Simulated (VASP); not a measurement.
# Si3N4 (P6_3/m) in VASP: single point with PBE

Aim: the single point of Si3N4 with PBE.

All numbers are computed with VASP 6.6.1; they aren't measurements. Logs are shortened: lines on timing, memory, paths and dates and some standing lists are left out, and cuts for length are marked.

## 1. The cell of the first run

The structure is hexagonal, space group P6_3/m (No. 176). Conventional cell: a = 7.637 Å, b = 7.637 Å, c = 2.922 Å, α = 90.00°, β = 90.00°, γ = 120.00°. Si (site symmetry m) has 4 N at 1.74 Å within 2.3 Å. N (site symmetry -6) has 3 Si at 1.74 Å within 2.3 Å. Within 2.3 Å of N (site symmetry m) lie 3 Si at 1.74 Å.

## 2. Single point, PBE

INCAR

```
ALGO = Normal
EDIFF = 1E-6
ENCUT = 520
GGA = PE
ISIF = 2
ISMEAR = -1
LASPH = T
LCHARG = T
LELF = T
LREAL = F
LVHAR = T
LWAVE = F
NBANDS = 45
NELM = 100
PREC = Accurate
SIGMA = 0.02
```

KPOINTS

```
k-points
0
Gamma
  4 4 9
```

POSCAR

```
Si3N4
1.0
    7.6374000000      0.0000000000      0.0000000000
   -3.8187000000      6.6141824189      0.0000000000
    0.0000000000      0.0000000000      2.9220000000
Si N
6 8
Direct
    0.1744565717      0.7683569832      0.2500000000
    0.4060995884      0.1744565717      0.7500000000
    0.2316430168      0.4060995884      0.2500000000
    0.8255434283      0.2316430168      0.7500000000
    0.5939004116      0.8255434283      0.2500000000
    0.7683569832      0.5939004116      0.7500000000
    0.3333333333      0.6666666667      0.2500000000
    0.6666666667      0.3333333333      0.7500000000
    0.3298874163      0.0303528775      0.2500000000
    0.2995345388      0.3298874163      0.7500000000
    0.9696471225      0.2995345388      0.2500000000
    0.6701125837      0.9696471225      0.7500000000
    0.7004654612      0.6701125837      0.2500000000
    0.0303528775      0.7004654612      0.7500000000
```

Potentials or basis: VASP PAW PBE potentials, release 64 (Si, N).

Started as:

```sh
$ cat potpaw_PBE.64/Si/POTCAR potpaw_PBE.64/N/POTCAR > POTCAR
$ mpirun -np 1 vasp_std > vasp.out
```

OUTCAR:

```text
EDIFF = 1E-6
   ENCUT = 520
   GGA = PE
   ISIF = 2
   ISMEAR = -1
   LASPH = T
   LREAL = F
   NELM = 100
   PREC = Accurate

 ion  position               nearest neighbor table
   1  0.174  0.768  0.250-   7 1.74   9 1.74  14 1.74  14 1.74   5 3.01   3 3.01   2 3.07   2 3.07
                             6 3.07   6 3.07
   2  0.406  0.174  0.750-   8 1.74  10 1.74   9 1.74   9 1.74   4 3.01   6 3.01   3 3.07   3 3.07
                             1 3.07   1 3.07
   3  0.232  0.406  0.250-   7 1.74  11 1.74  10 1.74  10 1.74   1 3.01   5 3.01   2 3.07   2 3.07
                             4 3.07   4 3.07
   4  0.826  0.232  0.750-   8 1.74  12 1.74  11 1.74  11 1.74   2 3.01   6 3.01   5 3.07   5 3.07
                             3 3.07   3 3.07
   5  0.594  0.826  0.250-   7 1.74  13 1.74  12 1.74  12 1.74   1 3.01   3 3.01   6 3.07   6 3.07
                             4 3.07   4 3.07
   6  0.768  0.594  0.750-   8 1.74  14 1.74  13 1.74  13 1.74   4 3.01   2 3.01   5 3.07   5 3.07
                             1 3.07   1 3.07
   7  0.333  0.667  0.250-   1 1.74   5 1.74   3 1.74
   8  0.667  0.333  0.750-   4 1.74   2 1.74   6 1.74
   9  0.330  0.030  0.250-   1 1.74   2 1.74   2 1.74
  10  0.300  0.330  0.750-   2 1.74   3 1.74   3 1.74
  11  0.970  0.300  0.250-   3 1.74   4 1.74   4 1.74
  12  0.670  0.970  0.750-   4 1.74   5 1.74   5 1.74
  13  0.700  0.670  0.250-   5 1.74   6 1.74   6 1.74
  14  0.030  0.700  0.750-   6 1.74   1 1.74   1 1.74

  LATTYP: Found a hexagonal cell.
 ALAT       =     7.6374000000
 C/A-ratio  =     0.3825909341

  Lattice vectors:

 A1 = (   7.6374000000,   0.0000000000,   0.0000000000)
 A2 = (  -3.8187000000,   6.6141824189,   0.0000000000)
 A3 = (   0.0000000000,   0.0000000000,   2.9220000000)

Analysis of symmetry for initial positions (statically):
=====================================================================
 Subroutine PRICEL returns:
 Original cell was already a primitive cell.

 Routine SETGRP: Setting up the symmetry group for a
 hexagonal supercell.

 Subroutine GETGRP returns: Found 12 space group operations
 (whereof  6 operations were pure point group operations)
 out of a pool of 24 trial point group operations.

The static configuration has the point symmetry S_6 .
 The point group associated with its full space group is C_6h.

Analysis of symmetry for dynamics (positions and initial velocities):
=====================================================================
 Subroutine PRICEL returns:
 Original cell was already a primitive cell.

 Routine SETGRP: Setting up the symmetry group for a
 hexagonal supercell.

 Subroutine GETGRP returns: Found 12 space group operations
 (whereof  6 operations were pure point group operations)
 out of a pool of 24 trial point group operations.

The dynamic configuration has the point symmetry S_6 .
 The point group associated with its full space group is C_6h.

 Subroutine INISYM returns: Found 12 space group operations
 (whereof  6 operations are pure point group operations),
 and found     1 'primitive' translations

----------------------------------------------------------------------------------------

                                     Primitive cell

  volume of cell :     147.6053

  direct lattice vectors                    reciprocal lattice vectors
     7.637400000  0.000000000  0.000000000     0.130934611  0.075595133  0.000000000
    -3.818700000  6.614182419  0.000000000     0.000000000  0.151190266  0.000000000
     0.000000000  0.000000000  2.922000000     0.000000000  0.000000000  0.342231348

  length of vectors
     7.637400000  7.637400000  2.922000000     0.151190266  0.151190266  0.342231348

  position of ions in fractional coordinates (direct lattice)
     0.174456572  0.768356983  0.250000000
     0.406099588  0.174456572  0.750000000
     0.231643017  0.406099588  0.250000000
     0.825543428  0.231643017  0.750000000
     0.593900412  0.825543428  0.250000000
     0.768356983  0.593900412  0.750000000
[... 27 lines left out ...]

 KPOINTS: k-points

Automatic generation of k-mesh.
 Grid dimensions read from file:
 generate k-points for:    4    4    9

 Generating k-lattice:

  Cartesian coordinates                     Fractional coordinates (reciprocal lattice)
     0.032733653  0.018898783  0.000000000     0.250000000 -0.000000000  0.000000000
     0.000000000  0.037797567  0.000000000     0.000000000  0.250000000  0.000000000
     0.000000000  0.000000000  0.038025705     0.000000000  0.000000000  0.111111111

  Length of vectors
     0.037797567  0.037797567  0.038025705

  Shift w.r.t. Gamma in fractional coordinates (k-lattice)
     0.000000000  0.000000000  0.000000000

 Subroutine IBZKPT returns following result:
 ===========================================

 Found     20 irreducible k-points:

 Following reciprocal coordinates:
            Coordinates               Weight
  0.000000  0.000000  0.000000      1.000000
  0.250000 -0.000000  0.000000      6.000000
  0.500000 -0.000000  0.000000      3.000000
  0.250000  0.250000  0.000000      6.000000
  0.000000  0.000000  0.111111      2.000000
  0.250000 -0.000000  0.111111     12.000000
[... 12 lines left out ...]
  0.500000 -0.000000  0.444444      6.000000
  0.250000  0.250000  0.444444     12.000000
   k-points           NKPTS =     20   k-points in BZ     NKDIM =     20   number of bands    NBANDS=     45
   number of dos      NEDOS =    301   number of ions     NIONS =     14
   total plane-waves  NPLWV =  86400
   dimension x,y,z NGX =    60 NGY =   60 NGZ =   24
   dimension x,y,z NGXF=   120 NGYF=  120 NGZF=   48
   ions per type =               6   8
   NGX,Y,Z   is equivalent  to a cutoff of  13.06, 13.06, 13.65 a.u.
   NGXF,Y,Z  is equivalent  to a cutoff of  26.12, 26.12, 27.31 a.u.
 SYSTEM =  unknown system
   PREC   = accura    normal or accurate (medium, high low for compatibility)
   ISTART =      0    job   : 0-new  1-cont  2-samecut
   ICHARG =      2    charge: 1-file 2-atom 10-const
   ISPIN  =      1    spin polarized calculation?
   LNONCOLLINEAR =      F non collinear calculations
   LSORBIT =      F    spin-orbit coupling
   LASPH  =      T    aspherical Exc in radial PAW
   ENCUT  =  520.0 eV  38.22 Ry    6.18 a.u.  14.20 14.20  5.43*2*pi/ulx,y,z
   NELM   =    100;   NELMIN=  2; NELMDL= -5     # of ELM steps
   EDIFF  = 0.1E-05   stopping-criterion for ELM
   LREAL  =      F    real-space projection
   EDIFFG = 0.1E-04   stopping-criterion for IOM
   NSW    =      0    number of steps for IOM
   IBRION =     -1    ionic relax: 0-MD 1-quasi-New 2-CG
   NFREE  =      0    steps in history (QN), initial steepest desc. (CG)
   ISIF   =      2    stress and relaxation
   ISYM   =      2    0-nonsym 1-usesym 2-fastsym
   POTIM  = 0.5000    time-step for ionic-motion
   TEBEG  =    0.0;   TEEND  =   0.0 temperature during run
   PSTRESS=    0.0 pullay stress
   NELECT =      64.0000    total number of electrons
   NUPDOWN=      -1.0000    fix difference up-down
   EMIN   =  10.00;   EMAX   =-10.00  energy-range for DOS
   EFERMI =   0.00;   METHOD = LEGACY
   ISMEAR =    -1;   SIGMA  =   0.02  broadening in eV -4-tet -1-fermi 0-gaus
   EFERMI_NEDOS =   21; number of points for ismear=-14 and -15
   IALGO  =     38    algorithm
   IMIX   =      4    mixing-type and parameters
     AMIX     =   0.40;   BMIX     =  1.00
     AMIX_MAG =   1.60;   BMIX_MAG =  1.00
  volume/ion in A,a.u.               =      10.54        71.15
  Fermi-wavevector in a.u.,A,eV,Ry     =   1.239084  2.341530 20.889431  1.535330
  Thomas-Fermi vector in A             =   2.373582
   LORBIT       =      0    0 simple, 1 ext, 2 COOP (PROOUT), +10 PAW based schemes
   GGA     = PE    functional components
   LHFCALC =     F    Hartree Fock is set to
   AEXX    =    0.0000 exact exchange contribution
   IVDW    =     0    specifies the selected vdW correction
   LEPSILON=     F    determine dielectric tensor
   LRPA    =     F    only Hartree local field effects (RPA)
 non-spin polarized calculation
  energy-cutoff  :      520.00
  volume of cell :      147.61
 maximum number of plane-waves:      3998
 NGX is ok and might be reduce to    60
   NGX = 29   NGY = 29   NGZ = 11

 number of electron      63.9999993 magnetization

 Free energy of the ion-electron system (eV)
  ---------------------------------------------------
  ext. energy  EPLUGINS =         0.00000000
  ---------------------------------------------------
  free energy    TOTEN  =      -114.53756748 eV

  energy without entropy =     -114.53756748  energy(sigma->0) =     -114.53756748

 E-fermi :   7.0399     XC(G=0): -10.7463

 val. band max:        6.6038082919   @ k =   0.0000   0.0000   0.2222
 cond. band min:      10.8777632731   @ k =   0.0000   0.0000   0.0000
 fundamental gap:      4.2739549812
 Fermi energy:         7.0398613607

 k-point     1 :       0.0000    0.0000    0.0000
  band No.  band energies     occupation
      1     -11.4987      2.00000
      2     -10.0594      2.00000
      3     -10.0594      2.00000
      4      -9.4295      2.00000
      5      -9.2901      2.00000
      6      -9.2901      2.00000
[... 929 lines left out ...]
     43      14.2130      0.00000
     44      14.3369      0.00000
 [bands above 44 left out]

------------------------ aborting loop because EDIFF is reached ----------------------------------------

  FORCE on cell =-STRESS in cart. coord.  units (eV):
  Direction    XX          YY          ZZ          XY          YZ          ZX
  --------------------------------------------------------------------------------------
  -------------------------------------------------------------------------------------
  Total        1.7841081      1.7841081      1.0564802      0.0000000      0.0000000      0.0000000
  in kB       19.3655496     19.3655496     11.4675335      0.0000005      0.0000000      0.0000000
  external PRESSURE =      16.7328775 kB  Pullay stress =       0.0000000 kB

 VOLUME and BASIS-vectors are now :
 -----------------------------------------------------------------------------
  energy-cutoff  :      520.00
  volume of cell :      147.61
      direct lattice vectors                 reciprocal lattice vectors
     7.637400000  0.000000000  0.000000000     0.130934611  0.075595133  0.000000000
    -3.818700000  6.614182419  0.000000000     0.000000000  0.151190266  0.000000000
     0.000000000  0.000000000  2.922000000     0.000000000  0.000000000  0.342231348

 POSITION                                       TOTAL-FORCE (eV/Angst)
 -----------------------------------------------------------------------------------
     -1.60173      5.08205      0.73050        -0.011625     -0.001231     -0.000000
      2.43535      1.15389      2.19150        -0.004747     -0.010683      0.000000
      0.21838      2.68602      0.73050         0.006878     -0.009453      0.000000
      5.42043      1.53213      2.19150         0.011625      0.001231      0.000000
      1.38335      5.46029      0.73050         0.004747      0.010683     -0.000000
      3.60032      3.92817      2.19150        -0.006878      0.009453      0.000000
     -0.00000      4.40945      0.73050        -0.000000      0.000000     -0.000000
      3.81870      2.20473      2.19150        -0.000000      0.000000      0.000000
      2.40357      0.20076      0.73050        -0.003367      0.013556     -0.000000
      1.02792      2.18194      2.19150        -0.013424      0.003862     -0.000000
      6.26175      1.98118      0.73050        -0.010056     -0.009694      0.000000
      1.41513      6.41342      2.19150         0.003367     -0.013556      0.000000
      2.79078      4.43225      0.73050         0.013424     -0.003862     -0.000000
     -2.44305      4.63301      2.19150         0.010056      0.009694     -0.000000
 -----------------------------------------------------------------------------------
    total drift:                               -0.000000      0.000000      0.000000

  FREE ENERGIE OF THE ION-ELECTRON SYSTEM (eV)
  ---------------------------------------------------
  free  energy   TOTEN  =      -114.5375674838 eV

  energy  without entropy=     -114.5375674838  energy(sigma->0) =     -114.53756748
```

Wall time 2.7 min (1 thread of Intel Xeon Platinum 8259CL at 2.50GHz (Skylake/Cascade Lake), shared host); peak memory 0.31 GiB.

Results:

```
Free energy            : -114.5376 eV
Pressure               : 1.7 GPa
Largest force          : 0.014 eV/Å
Band gap on the k mesh : 4.27 eV, indirect (least direct gap 4.46 eV)
```

Forces on the atoms (eV/Å):
```
Si  -0.012 -0.001  0.000
Si  -0.005 -0.011  0.000
Si   0.007 -0.009  0.000
Si   0.012  0.001  0.000
Si   0.005  0.011  0.000
Si  -0.007  0.009  0.000
N    0.000  0.000  0.000
N    0.000  0.000  0.000
N   -0.003  0.014  0.000
N   -0.013  0.004  0.000
N   -0.010 -0.010  0.000
N    0.003 -0.014  0.000
N    0.013 -0.004  0.000
N    0.010  0.010  0.000
```

Levels at points of the mesh, in eV from the valence-band top:
```csv
k point,band 29,band 30,band 31,band 32,band 33,band 34,band 35,band 36
"(0.00, 0.00, 0.00)",-1.25,-0.45,-0.37,-0.18,4.27,4.67,4.83,4.83
"(0.50, 0.00, 0.00)",-1.31,-0.74,-0.31,-0.24,4.57,4.66,4.81,5.22
```
